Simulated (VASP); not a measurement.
# SnTe3 (Fd-3m) in VASP: notebook, part 3 of 3

VASP 6.6.1. Earlier steps stand in the parts before.

## 5. Single point, PBE

This run uses another cell than the first one, of 67.22 Å³/atom.

INCAR reads:

```
PREC = Accurate
ENCUT = 520
EDIFF = 1E-6
ISMEAR = 0
SIGMA = 0.1
LREAL = False
LASPH = True
NELM = 100
ALGO = Normal
ISIF = 2
LWAVE = False
LCHARG = False
GGA = PE
NBANDS = 42
```

KPOINTS reads:

```
Automatic mesh
0
Gamma
  6 6 6
```

POSCAR reads:

```
SnTe3
1.0
    0.0000000000      6.4542411858      6.4542411858
    6.4542411858      0.0000000000      6.4542411858
    6.4542411858      6.4542411858      0.0000000000
Sn Te
2 6
Direct
    0.5000000000      0.5000000000      0.5000000000
    0.7500000000      0.7500000000      0.7500000000
    0.6250000000      0.6250000000      0.6250000000
    0.6250000000      0.6250000000      0.1250000000
    0.6250000000      0.1250000000      0.6250000000
    0.1250000000      0.6250000000      0.6250000000
    0.2500000000      0.2500000000      0.2500000000
    0.0000000000      0.0000000000      0.0000000000
```

Potentials or basis: VASP PAW PBE potentials, release 64 (Sn_d, Te).

Started as:

```
> cat potpaw_PBE.64/Sn_d/POTCAR potpaw_PBE.64/Te/POTCAR > POTCAR
> mpirun -np 1 vasp_std > vasp.out
```

OUTCAR:

```text
PREC = Accurate
   ENCUT = 520
   EDIFF = 1E-6
   ISMEAR = 0
   LREAL = False
   LASPH = True
   NELM = 100
   ISIF = 2
   GGA = PE

 ion  position               nearest neighbor table
   1  0.500  0.500  0.500-   3 2.79   4 2.79   5 2.79   6 2.79
   2  0.750  0.750  0.750-   3 2.79   4 2.79   5 2.79   6 2.79
   3  0.625  0.625  0.625-   1 2.79   2 2.79
   4  0.625  0.625  0.125-   1 2.79   2 2.79
   5  0.625  0.125  0.625-   1 2.79   2 2.79
   6  0.125  0.625  0.625-   1 2.79   2 2.79
   7  0.250  0.250  0.250-
   8  0.000  0.000  0.000-

  LATTYP: Found a face centered cubic cell.
 ALAT       =    12.9084823716

  Lattice vectors:

 A1 = (   0.0000000000,   6.4542411858,   6.4542411858)
 A2 = (   6.4542411858,   0.0000000000,   6.4542411858)
 A3 = (   6.4542411858,   6.4542411858,   0.0000000000)

Analysis of symmetry for initial positions (statically):
=====================================================================
 Subroutine PRICEL returns:
 Original cell was already a primitive cell.

 Routine SETGRP: Setting up the symmetry group for a
 face centered cubic supercell.

 Subroutine GETGRP returns: Found 48 space group operations
 (whereof 24 operations were pure point group operations)
 out of a pool of 48 trial point group operations.

The static configuration has the point symmetry T_d .
 The point group associated with its full space group is O_h .

Analysis of symmetry for dynamics (positions and initial velocities):
=====================================================================
 Subroutine PRICEL returns:
 Original cell was already a primitive cell.

 Routine SETGRP: Setting up the symmetry group for a
 face centered cubic supercell.

 Subroutine GETGRP returns: Found 48 space group operations
 (whereof 24 operations were pure point group operations)
 out of a pool of 48 trial point group operations.

The dynamic configuration has the point symmetry T_d .
 The point group associated with its full space group is O_h .

 Subroutine INISYM returns: Found 48 space group operations
 (whereof 24 operations are pure point group operations),
 and found     1 'primitive' translations

----------------------------------------------------------------------------------------

                                     Primitive cell

  volume of cell :     537.7316

  direct lattice vectors                    reciprocal lattice vectors
     0.000000000  6.454241186  6.454241186    -0.077468441  0.077468441  0.077468441
     6.454241186  0.000000000  6.454241186     0.077468441 -0.077468441  0.077468441
     6.454241186  6.454241186  0.000000000     0.077468441  0.077468441 -0.077468441

  length of vectors
     9.127675420  9.127675420  9.127675420     0.134179275  0.134179275  0.134179275

  position of ions in fractional coordinates (direct lattice)
     0.500000000  0.500000000  0.500000000
     0.750000000  0.750000000  0.750000000
     0.625000000  0.625000000  0.625000000
     0.625000000  0.625000000  0.125000000
     0.625000000  0.125000000  0.625000000
     0.125000000  0.625000000  0.625000000
     0.250000000  0.250000000  0.250000000
[... 42 lines left out ...]
  0.166667  0.000000  0.000000      8.000000
  0.333333  0.000000  0.000000      8.000000
  0.500000  0.000000  0.000000      4.000000
  0.166667  0.166667  0.000000      6.000000
  0.333333  0.166667  0.000000     24.000000
[... 8 lines left out ...]
 -0.333333  0.333333  0.166667     24.000000
 -0.333333  0.500000  0.166667     12.000000
   k-points           NKPTS =     16   k-points in BZ     NKDIM =     16   number of bands    NBANDS=     42
   number of dos      NEDOS =    301   number of ions     NIONS =      8
   total plane-waves  NPLWV = 343000
   dimension x,y,z NGX =    70 NGY =   70 NGZ =   70
   dimension x,y,z NGXF=   140 NGYF=  140 NGZF=  140
   ions per type =               2   6
   NGX,Y,Z   is equivalent  to a cutoff of  12.75, 12.75, 12.75 a.u.
   NGXF,Y,Z  is equivalent  to a cutoff of  25.50, 25.50, 25.50 a.u.
 SYSTEM =  unknown system
   PREC   = accura    normal or accurate (medium, high low for compatibility)
   ISTART =      0    job   : 0-new  1-cont  2-samecut
   ICHARG =      2    charge: 1-file 2-atom 10-const
   ISPIN  =      1    spin polarized calculation?
   LNONCOLLINEAR =      F non collinear calculations
   LSORBIT =      F    spin-orbit coupling
   LASPH  =      T    aspherical Exc in radial PAW
   ENCUT  =  520.0 eV  38.22 Ry    6.18 a.u.  16.97 16.97 16.97*2*pi/ulx,y,z
   NELM   =    100;   NELMIN=  2; NELMDL= -5     # of ELM steps
   EDIFF  = 0.1E-05   stopping-criterion for ELM
   LREAL  =      F    real-space projection
   EDIFFG = 0.1E-04   stopping-criterion for IOM
   NSW    =      0    number of steps for IOM
   IBRION =     -1    ionic relax: 0-MD 1-quasi-New 2-CG
   NFREE  =      0    steps in history (QN), initial steepest desc. (CG)
   ISIF   =      2    stress and relaxation
   ISYM   =      2    0-nonsym 1-usesym 2-fastsym
   POTIM  = 0.5000    time-step for ionic-motion
   TEBEG  =    0.0;   TEEND  =   0.0 temperature during run
   PSTRESS=    0.0 pullay stress
   NELECT =      64.0000    total number of electrons
   NUPDOWN=      -1.0000    fix difference up-down
   EMIN   =  10.00;   EMAX   =-10.00  energy-range for DOS
   EFERMI =   0.00;   METHOD = LEGACY
   ISMEAR =     0;   SIGMA  =   0.10  broadening in eV -4-tet -1-fermi 0-gaus
   EFERMI_NEDOS =   21; number of points for ismear=-14 and -15
   IALGO  =     38    algorithm
   IMIX   =      4    mixing-type and parameters
     AMIX     =   0.40;   BMIX     =  1.00
     AMIX_MAG =   1.60;   BMIX_MAG =  1.00
  volume/ion in A,a.u.               =      67.22       453.60
  Fermi-wavevector in a.u.,A,eV,Ry     =   0.805279  1.521756  8.823025  0.648474
  Thomas-Fermi vector in A             =   1.913494
   LORBIT       =      0    0 simple, 1 ext, 2 COOP (PROOUT), +10 PAW based schemes
   GGA     = PE    functional components
   LHFCALC =     F    Hartree Fock is set to
   AEXX    =    0.0000 exact exchange contribution
   IVDW    =     0    specifies the selected vdW correction
   LEPSILON=     F    determine dielectric tensor
   LRPA    =     F    only Hartree local field effects (RPA)
 non-spin polarized calculation
 Gauss-broadening in eV      SIGMA  =   0.10
  energy-cutoff  :      520.00
  volume of cell :      537.73
 maximum number of plane-waves:     14508
 NGX is ok and might be reduce to    70
   NGX = 33   NGY = 33   NGZ = 33

 number of electron      64.0000004 magnetization

 Free energy of the ion-electron system (eV)
  ---------------------------------------------------
  ext. energy  EPLUGINS =         0.00000000
  ---------------------------------------------------
  free energy    TOTEN  =       -18.61302283 eV

  energy without entropy =      -18.38073527  energy(sigma->0) =      -18.49687905

 E-fermi :  -0.5339     XC(G=0):  -6.0829

 val. band max:       -0.5443781571   @ k =   0.5000   0.0000   0.0000
 cond. band min:      -0.5334117002   @ k =   0.3333   0.1667   0.0000
 fundamental gap:      0.0109664569
 Fermi energy:        -0.5338588434

 k-point     1 :       0.0000    0.0000    0.0000
  band No.  band energies     occupation
      1     -21.9527      2.00000
      2     -21.9527      2.00000
      3     -21.9527      2.00000
      4     -21.9517      2.00000
      5     -21.9517      2.00000
      6     -21.9517      2.00000
[... 709 lines left out ...]
     41       4.3421      0.00000
     42       4.3421      0.00000

------------------------ aborting loop because EDIFF is reached ----------------------------------------

  FORCE on cell =-STRESS in cart. coord.  units (eV):
  Direction    XX          YY          ZZ          XY          YZ          ZX
  --------------------------------------------------------------------------------------
  -------------------------------------------------------------------------------------
  Total       -0.0306876     -0.0306876     -0.0306876      0.0000000     -0.0000000      0.0000000
  in kB       -0.0914342     -0.0914342     -0.0914342      0.0000000     -0.0000000      0.0000000
  external PRESSURE =      -0.0914342 kB  Pullay stress =       0.0000000 kB

 VOLUME and BASIS-vectors are now :
 -----------------------------------------------------------------------------
  energy-cutoff  :      520.00
  volume of cell :      537.73
      direct lattice vectors                 reciprocal lattice vectors
     0.000000000  6.454241186  6.454241186    -0.077468441  0.077468441  0.077468441
     6.454241186  0.000000000  6.454241186     0.077468441 -0.077468441  0.077468441
     6.454241186  6.454241186  0.000000000     0.077468441  0.077468441 -0.077468441

 POSITION                                       TOTAL-FORCE (eV/Angst)
 -----------------------------------------------------------------------------------
      6.45424      6.45424      6.45424        -0.000000     -0.000000     -0.000000
      9.68136      9.68136      9.68136         0.000000      0.000000      0.000000
      8.06780      8.06780      8.06780        -0.000000      0.000000     -0.000000
      4.84068      4.84068      8.06780        -0.000000      0.000000     -0.000000
      4.84068      8.06780      4.84068        -0.000000      0.000000     -0.000000
      8.06780      4.84068      4.84068        -0.000000      0.000000     -0.000000
      3.22712      3.22712      3.22712        -0.000000     -0.000000     -0.000000
      0.00000      0.00000      0.00000         0.000000      0.000000      0.000000
 -----------------------------------------------------------------------------------
    total drift:                                0.000000      0.000000     -0.000000

  FREE ENERGIE OF THE ION-ELECTRON SYSTEM (eV)
  ---------------------------------------------------
  free  energy   TOTEN  =       -18.6130228271 eV

  energy  without entropy=      -18.3807352674  energy(sigma->0) =      -18.49687905
```

Wall time 11 min (1 thread of Intel Xeon Platinum 8375C at 2.90GHz (Ice Lake), shared host); peak memory 0.85 GiB.

What came out:

- Free energy: -18.6130 eV
- Pressure: 0.0 GPa
- Band gap on the k mesh: zero (bands 32 and 33 overlap by 0.14 eV)

Caveat: semilocal functionals underestimate gaps, and a narrow one can read as zero; spin-orbit coupling is left out, which moves the levels of the heavy elements.

## 6. Overview

| task | cell | k mesh | cutoff (eV) | gap on the mesh (eV) | pressure (GPa) |
| --- | --- | --- | --- | --- | --- |
| single point | a = 7.278 Å, angles 60.0°, 8 atoms | 4 × 4 × 4 | 520 | none | 38.8 |
| single point | a = 9.076 Å, angles 60.0°, 8 atoms | 4 × 4 × 4 | 520 | none | 0.2 |
| relaxation of cell and atoms | relaxed from a = 7.278 Å, angles 60.0°, 8 atoms | 4 × 4 × 4 | 600 | none | 0.0 |
| single point | a = 9.128 Å, angles 60.0°, 8 atoms | 6 × 6 × 6 | 520 | none | 0.0 |

Alike in all rows: level PBE; potentials or basis VASP PAW PBE potentials, release 64 (Sn_d, Te); no spin polarisation; smearing gaussian 0.1 eV.

Caveats: semilocal functionals underestimate gaps, and a narrow one can read as zero; spin-orbit coupling is left out, which moves the levels of the heavy elements; the cell stands under pressure (at least some runs); the volume moved by over 15 % at a fixed basis, so the end points are rough (at least some runs).

Absolute energies hang on the potentials; compare differences alone.

The gap in the log of VASP goes by the Fermi energy; the results here count the filled bands.